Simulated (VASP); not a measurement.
# MgO (P6_3/mmc) in VASP: single point with PBEsol

Aim: the single point of MgO with PBEsol.

All numbers are computed with VASP 6.6.1; they aren't measurements. Logs are shortened: lines on timing, memory, paths and dates and some standing lists are left out, and cuts for length are marked.

## Step 1: The cell of the first run

It takes space group P6_3/mmc (No. 194, hexagonal). Conventional cell: a = 3.413 Å, b = 3.413 Å, c = 4.391 Å, α = 90.00°, β = 90.00°, γ = 120.00°. Within 2.6 Å of Mg (site symmetry -6m2) lie 5 O at 1.97 to 2.20 Å. Within 2.6 Å of O (site symmetry -6m2) lie 5 Mg at 1.97 to 2.20 Å.

## Step 2: Single point, PBEsol

INCAR

```
SYSTEM = MgO
ALGO     = Normal         ! electronic algorithm
EDIFF    = 1E-6           ! SCF threshold, eV
ENCUT    = 600            ! plane-wave cutoff, eV
GGA      = PS             ! functional
GGA_COMPAT= .False.      
ISIF     = 2              ! what is computed and relaxed
ISMEAR   = -5             ! smearing method
LASPH    = .True.         ! aspherical terms in the spheres
LCHARG   = .True.         ! write CHGCAR
LELF     = .True.         ! ELF
LREAL    = .False.        ! projectors in reciprocal space
LVHAR    = .True.       
LWAVE    = .False.        ! write WAVECAR
NBANDS   = 16             ! bands
NELM     = 120            ! most SCF steps
PREC     = Accurate       ! precision mode
SIGMA    = 0.05           ! smearing width, eV
```

KPOINTS

```
k-points
0
Gamma
  9 9 6
  0 0 0
```

POSCAR

```
MgO
1.0
    3.4131635912      0.0000000000      0.0000000000
   -1.7065817956      2.9558863772      0.0000000000
    0.0000000000      0.0000000000      4.3906063377
Mg O
2 2
Direct
    0.6666666667      0.3333333333      0.7500000000
    0.3333333333      0.6666666667      0.2500000000
    0.6666666667      0.3333333333      0.2500000000
    0.3333333333      0.6666666667      0.7500000000
```

Potentials or basis: VASP PAW PBE potentials, release 64 (Mg, O).

On the command line:

```console
$ cat potpaw_PBE.64/Mg/POTCAR potpaw_PBE.64/O/POTCAR > POTCAR
$ mpirun -np 1 vasp_std > vasp.out
```

OUTCAR:

```text
SYSTEM = MgO
   EDIFF = 1E-6
   ENCUT = 600
   GGA = PS
   ISIF = 2
   ISMEAR = -5
   LASPH = .True.
   LREAL = .False.
   NELM = 120
   PREC = Accurate

 ion  position               nearest neighbor table
   1  0.667  0.333  0.750-   4 1.97   4 1.97   4 1.97   3 2.20   3 2.20   2 2.95   2 2.95   2 2.95
                             2 2.95   2 2.95   2 2.95
   2  0.333  0.667  0.250-   3 1.97   3 1.97   3 1.97   4 2.20   4 2.20   1 2.95   1 2.95   1 2.95
                             1 2.95   1 2.95   1 2.95
   3  0.667  0.333  0.250-   2 1.97   2 1.97   2 1.97   1 2.20   1 2.20
   4  0.333  0.667  0.750-   1 1.97   1 1.97   1 1.97   2 2.20   2 2.20

  LATTYP: Found a hexagonal cell.
 ALAT       =     3.4131635912
 C/A-ratio  =     1.2863744208

  Lattice vectors:

 A1 = (   3.4131635912,   0.0000000000,   0.0000000000)
 A2 = (  -1.7065817956,   2.9558863772,   0.0000000000)
 A3 = (   0.0000000000,   0.0000000000,   4.3906063377)

Analysis of symmetry for initial positions (statically):
=====================================================================
 Subroutine PRICEL returns:
 Original cell was already a primitive cell.

 Routine SETGRP: Setting up the symmetry group for a
 hexagonal supercell.

 Subroutine GETGRP returns: Found 24 space group operations
 (whereof 12 operations were pure point group operations)
 out of a pool of 24 trial point group operations.

The static configuration has the point symmetry D_3d.
 The point group associated with its full space group is D_6h.

Analysis of symmetry for dynamics (positions and initial velocities):
=====================================================================
 Subroutine PRICEL returns:
 Original cell was already a primitive cell.

 Routine SETGRP: Setting up the symmetry group for a
 hexagonal supercell.

 Subroutine GETGRP returns: Found 24 space group operations
 (whereof 12 operations were pure point group operations)
 out of a pool of 24 trial point group operations.

The dynamic configuration has the point symmetry D_3d.
 The point group associated with its full space group is D_6h.

 Subroutine INISYM returns: Found 24 space group operations
 (whereof 12 operations are pure point group operations),
 and found     1 'primitive' translations

----------------------------------------------------------------------------------------

                                     Primitive cell

  volume of cell :      44.2965

  direct lattice vectors                    reciprocal lattice vectors
     3.413163591  0.000000000  0.000000000     0.292983320  0.169153999  0.000000000
    -1.706581796  2.955886377  0.000000000     0.000000000  0.338307997  0.000000000
     0.000000000  0.000000000  4.390606338     0.000000000  0.000000000  0.227758975

  length of vectors
     3.413163591  3.413163591  4.390606338     0.338307997  0.338307997  0.227758975

  position of ions in fractional coordinates (direct lattice)
     0.666666667  0.333333333  0.750000000
     0.333333333  0.666666667  0.250000000
     0.666666667  0.333333333  0.250000000
     0.333333333  0.666666667  0.750000000

  ion indices of the primitive-cell ions
   primitive index   ion index
                 1           1
                 2           2
                 3           3
                 4           4

----------------------------------------------------------------------------------------

 KPOINTS: k-points

Automatic generation of k-mesh.
 Grid dimensions read from file:
 generate k-points for:    9    9    6

 Generating k-lattice:

  Cartesian coordinates                     Fractional coordinates (reciprocal lattice)
     0.032553702  0.018794889  0.000000000     0.111111111  0.000000000  0.000000000
     0.000000000  0.037589777  0.000000000     0.000000000  0.111111111  0.000000000
     0.000000000  0.000000000  0.037959829     0.000000000  0.000000000  0.166666667

  Length of vectors
     0.037589777  0.037589777  0.037959829

  Shift w.r.t. Gamma in fractional coordinates (k-lattice)
     0.000000000  0.000000000  0.000000000

 TETIRR: Found    492 inequivalent tetrahedra from     2916

 Subroutine IBZKPT returns following result:
 ===========================================

 Found     48 irreducible k-points:

 Following reciprocal coordinates:
            Coordinates               Weight
  0.000000  0.000000  0.000000      1.000000
  0.111111  0.000000  0.000000      6.000000
  0.222222 -0.000000  0.000000      6.000000
  0.333333  0.000000  0.000000      6.000000
  0.444444 -0.000000  0.000000      6.000000
  0.111111  0.111111  0.000000      6.000000
[... 16 lines left out ...]
  0.333333  0.222222  0.166667     24.000000
  0.333333  0.333333  0.166667      4.000000
 [... further k-points ...]
   k-points           NKPTS =     48   k-points in BZ     NKDIM =     48   number of bands    NBANDS=     16
   number of dos      NEDOS =    301   number of ions     NIONS =      4
   total plane-waves  NPLWV =  28224
   dimension x,y,z NGX =    28 NGY =   28 NGZ =   36
   dimension x,y,z NGXF=    56 NGYF=   56 NGZF=   72
   ions per type =               2   2
   NGX,Y,Z   is equivalent  to a cutoff of  13.64, 13.64, 13.63 a.u.
   NGXF,Y,Z  is equivalent  to a cutoff of  27.28, 27.28, 27.26 a.u.
 SYSTEM =  MgO
   PREC   = accura    normal or accurate (medium, high low for compatibility)
   ISTART =      0    job   : 0-new  1-cont  2-samecut
   ICHARG =      2    charge: 1-file 2-atom 10-const
   ISPIN  =      1    spin polarized calculation?
   LNONCOLLINEAR =      F non collinear calculations
   LSORBIT =      F    spin-orbit coupling
   LASPH  =      T    aspherical Exc in radial PAW
   ENCUT  =  600.0 eV  44.10 Ry    6.64 a.u.   6.82  6.82  8.77*2*pi/ulx,y,z
   NELM   =    120;   NELMIN=  2; NELMDL= -5     # of ELM steps
   EDIFF  = 0.1E-05   stopping-criterion for ELM
   LREAL  =      F    real-space projection
   EDIFFG = 0.1E-04   stopping-criterion for IOM
   NSW    =      0    number of steps for IOM
   IBRION =     -1    ionic relax: 0-MD 1-quasi-New 2-CG
   NFREE  =      0    steps in history (QN), initial steepest desc. (CG)
   ISIF   =      2    stress and relaxation
   ISYM   =      2    0-nonsym 1-usesym 2-fastsym
   POTIM  = 0.5000    time-step for ionic-motion
   TEBEG  =    0.0;   TEEND  =   0.0 temperature during run
   PSTRESS=    0.0 pullay stress
   NELECT =      16.0000    total number of electrons
   NUPDOWN=      -1.0000    fix difference up-down
   EMIN   =  10.00;   EMAX   =-10.00  energy-range for DOS
   EFERMI =   0.00;   METHOD = LEGACY
   ISMEAR =    -5;   SIGMA  =   0.05  broadening in eV -4-tet -1-fermi 0-gaus
   EFERMI_NEDOS =   21; number of points for ismear=-14 and -15
   IALGO  =     38    algorithm
   IMIX   =      4    mixing-type and parameters
     AMIX     =   0.40;   BMIX     =  1.00
     AMIX_MAG =   1.60;   BMIX_MAG =  1.00
  volume/ion in A,a.u.               =      11.07        74.73
  Fermi-wavevector in a.u.,A,eV,Ry     =   1.165892  2.203217 18.494461  1.359305
  Thomas-Fermi vector in A             =   2.302412
   LORBIT       =      0    0 simple, 1 ext, 2 COOP (PROOUT), +10 PAW based schemes
   GGA     = PS    functional components
   LHFCALC =     F    Hartree Fock is set to
   AEXX    =    0.0000 exact exchange contribution
   IVDW    =     0    specifies the selected vdW correction
   LEPSILON=     F    determine dielectric tensor
   LRPA    =     F    only Hartree local field effects (RPA)
 non-spin polarized calculation
 Fermi weights with tetrahedron method with Bloechl corrections
  energy-cutoff  :      600.00
  volume of cell :       44.30
 maximum number of plane-waves:      1503
 NGX is ok and might be reduce to    28
   NGX = 13   NGY = 13   NGZ = 17

 number of electron      15.9999998 magnetization

 Free energy of the ion-electron system (eV)
  ---------------------------------------------------
  ext. energy  EPLUGINS =         0.00000000
  ---------------------------------------------------
  free energy    TOTEN  =       -24.69179149 eV

  energy without entropy =      -24.69179149  energy(sigma->0) =      -24.69179149

 E-fermi :   1.9545     XC(G=0): -10.2937

 val. band max:        1.9313279477   @ k =   0.0000   0.0000   0.0000
 cond. band min:       5.1295259718   @ k =   0.0000   0.0000   0.0000
 fundamental gap:      3.1981980241
 Fermi energy:         1.9545193485

 k-point     1 :       0.0000    0.0000    0.0000
  band No.  band energies     occupation
      1     -14.9765      2.00000
      2     -13.6926      2.00000
      3      -1.9434      2.00000
      4       0.2150      2.00000
      5       0.2150      2.00000
      6       0.9668      2.00000
[... 8 lines left out ...]
     15      17.5450      0.00000
     16      17.5455      0.00000

 k-point     2 :       0.1111    0.0000    0.0000
  band No.  band energies     occupation
      1     -14.9120      2.00000
      2     -13.6927      2.00000
      3      -1.8368      2.00000
      4      -0.0125      2.00000
      5       0.1231      2.00000
      6       0.6423      2.00000
[... 8 lines left out ...]
     15      16.8772      0.00000
     16      16.9015      0.00000

 k-point     3 :       0.2222   -0.0000    0.0000
  band No.  band energies     occupation
      1     -14.7353      2.00000
      2     -13.7038      2.00000
      3      -1.5310      2.00000
      4      -0.6628      2.00000
      5      -0.0682      2.00000
      6       0.1745      2.00000
[... 8 lines left out ...]
     15      15.8689      0.00000
     16      16.0754      0.00000

 k-point     4 :       0.3333    0.0000    0.0000
  band No.  band energies     occupation
      1     -14.4967      2.00000
      2     -13.7498      2.00000
      3      -1.3528      2.00000
      4      -1.0765      2.00000
      5      -0.2472      2.00000
      6      -0.1580      2.00000
[... 8 lines left out ...]
     15      15.8068      0.00000
     16      16.2412      0.00000

 k-point     5 :       0.4444   -0.0000    0.0000
  band No.  band energies     occupation
      1     -14.2892      2.00000
      2     -13.8290      2.00000
      3      -1.7578      2.00000
      4      -0.6197      2.00000
      5      -0.3508      2.00000
      6      -0.3372      2.00000
[... 8 lines left out ...]
     15      15.7669      0.00000
     16      16.6999      0.00000

 k-point     6 :       0.1111    0.1111    0.0000
  band No.  band energies     occupation
      1     -14.7913      2.00000
      2     -13.6983      2.00000
      3      -1.6303      2.00000
      4      -0.3359      2.00000
      5      -0.2433      2.00000
      6       0.4280      2.00000
[... 8 lines left out ...]
     15      16.2365      0.00000
     16      16.2689      0.00000
[... 267 lines left out ...]
 k-point    21 :       0.4444    0.1111    0.1667
  band No.  band energies     occupation
      1     -14.1875      2.00000
      2     -13.8767      2.00000
      3      -1.9047      2.00000
      4      -0.8585      2.00000
      5      -0.5968      2.00000
      6       0.0566      2.00000
[... 8 lines left out ...]
     15      15.2335      0.00000
     16      16.9479      0.00000

 k-point    22 :       0.2222    0.2222    0.1667
  band No.  band energies     occupation
      1     -14.3263      2.00000
      2     -13.8188      2.00000
      3      -1.4293      2.00000
      4      -1.3464      2.00000
      5      -0.2590      2.00000
      6      -0.0098      2.00000
[... 8 lines left out ...]
     15      15.4755      0.00000
     16      17.4612      0.00000

 k-point    23 :       0.3333    0.2222    0.1667
  band No.  band energies     occupation
      1     -14.1466      2.00000
      2     -13.8949      2.00000
      3      -1.6963      2.00000
      4      -1.0768      2.00000
      5      -0.6718      2.00000
      6       0.2623      2.00000
[... 8 lines left out ...]
     15      15.3357      0.00000
     16      17.5657      0.00000

 k-point    24 :       0.3333    0.3333    0.1667
  band No.  band energies     occupation
      1     -14.0028      2.00000
      2     -14.0028      2.00000
      3      -1.6384      2.00000
      4      -0.9604      2.00000
      5      -0.9604      2.00000
      6       0.4500      2.00000
[... 8 lines left out ...]
     15      15.3096      0.00000
     16      18.5001      0.00000

 [... further k-points ...]

------------------------ aborting loop because EDIFF is reached ----------------------------------------

  FORCE on cell =-STRESS in cart. coord.  units (eV):
  Direction    XX          YY          ZZ          XY          YZ          ZX
  --------------------------------------------------------------------------------------
  -------------------------------------------------------------------------------------
  Total        1.1466665      1.1466665     -1.8861136      0.0000000     -0.0000000      0.0000000
  in kB       41.4742328     41.4742328    -68.2195862      0.0000000     -0.0000000      0.0000000
  external PRESSURE =       4.9096265 kB  Pullay stress =       0.0000000 kB

 VOLUME and BASIS-vectors are now :
 -----------------------------------------------------------------------------
  energy-cutoff  :      600.00
  volume of cell :       44.30
      direct lattice vectors                 reciprocal lattice vectors
     3.413163591  0.000000000  0.000000000     0.292983320  0.169153999  0.000000000
    -1.706581796  2.955886377  0.000000000     0.000000000  0.338307997  0.000000000
     0.000000000  0.000000000  4.390606338     0.000000000  0.000000000  0.227758975

 POSITION                                       TOTAL-FORCE (eV/Angst)
 -----------------------------------------------------------------------------------
      1.70658      0.98530      3.29295        -0.000000      0.000000      0.000000
     -0.00000      1.97059      1.09765        -0.000000     -0.000000      0.000000
      1.70658      0.98530      1.09765         0.000000      0.000000      0.000000
     -0.00000      1.97059      3.29295        -0.000000      0.000000      0.000000
 -----------------------------------------------------------------------------------
    total drift:                               -0.000000      0.000000     -0.000000

  FREE ENERGIE OF THE ION-ELECTRON SYSTEM (eV)
  ---------------------------------------------------
  free  energy   TOTEN  =       -24.6917914941 eV

  energy  without entropy=      -24.6917914941  energy(sigma->0) =      -24.69179149
```

Run time: 20 s. Hardware: 1 thread of AMD EPYC 9R45 (Zen 5), shared host; peak memory 0.16 GiB.

What came out:

- Free energy: -24.6918 eV
- Pressure: 0.5 GPa
- Band gap on the k mesh: 3.20 eV

Stress tensor (GPa, compression positive):
```
 4.15  0.00  0.00
 0.00  4.15  0.00
 0.00  0.00 -6.82
```

Levels at points of the mesh, in eV from the valence-band top:
| k point | band 5 | band 6 | band 7 | band 8 | band 9 | band 10 | band 11 | band 12 |
| --- | --- | --- | --- | --- | --- | --- | --- | --- |
| (0.00, 0.00, 0.00) | -1.72 | -0.96 | -0.96 | 0.00 | 3.20 | 9.06 | 11.36 | 12.79 |
| (0.00, 0.00, 0.50) | -1.35 | -1.35 | -1.35 | -1.35 | 6.18 | 6.18 | 13.16 | 13.16 |

Caveat: the PAW data sets were made with another functional, which shifts forces and pressure a little.
